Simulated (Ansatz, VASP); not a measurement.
**One calculation of SbSe2, two programs**

The input INCAR:

```
PREC = Accurate
ENCUT = 520
EDIFF = 1E-6
ISMEAR = 0
SIGMA = 0.1
LREAL = F
LASPH = T
NELM = 60
ALGO = Normal
ISIF = 2
LWAVE = F
LCHARG = F
GGA = PE
NBANDS = 16
```

Contents of KPOINTS:

```
Automatic mesh
0
Gamma
  4 4 4
```

Contents of POSCAR:

```
SbSe2
1.0
    0.0000000000      3.4947408300      3.4947408300
    3.4947408300      0.0000000000      3.4947408300
    3.4947408300      3.4947408300      0.0000000000
Sb Se
1 2
Direct
    0.0000000000      0.0000000000      0.0000000000
    0.2500000000      0.2500000000      0.2500000000
    0.7500000000      0.7500000000      0.7500000000
```

Input for Ansatz:

```yaml
crystal:
  lattice:
    - [0.0, 3.49474083, 3.49474083]
    - [3.49474083, 0.0, 3.49474083]
    - [3.49474083, 3.49474083, 0.0]
  atoms:
    - { symbol: Sb, position: [0.0, 0.0, 0.0] }
    - { symbol: Se, position: [0.25, 0.25, 0.25] }
    - { symbol: Se, position: [0.75, 0.75, 0.75] }
basis:
  ecutwfc: 420
kpoints:
  mp_grid: { grid: [4, 4, 4] }
hamiltonian:
  xc: pbe
scf:
  occupations: { method: gaussian, width: 0.1 }
  lower_state_search: "off"
output:
  forces: true
  stress: true
  eigenvalues: true
```

Alike in both runs: task single point; functional PBE; k mesh 4 × 4 × 4; occupations gaussian, width 0.1 eV; no spin polarisation.

```csv
,VASP,Ansatz
version,VASP 6.6.1,Ansatz 0.2.0
potentials or method,"VASP PAW PBE potentials, release 64 (Sb, Se), cutoff 520 eV","scalar-relativistic, plane waves, PAW"
valence electrons in the cell,17,47
```

|  | VASP | Ansatz | Ansatz less VASP |
| --- | --- | --- | --- |
| gap on the k mesh at the Fermi level (eV) | none | none | - |
| pressure (GPa) | -1.9 | -1.8 | +0.08 |

A gap of «none» marks a metal or a gap that the smearing closes. VASP's potentials hold 17 valence electrons a cell and Ansatz's 47, so a difference there can come from the potentials and not from the codes.

The k mesh is coarse, so the values compare programs but aren't converged. Neither program's run includes spin-orbit coupling.
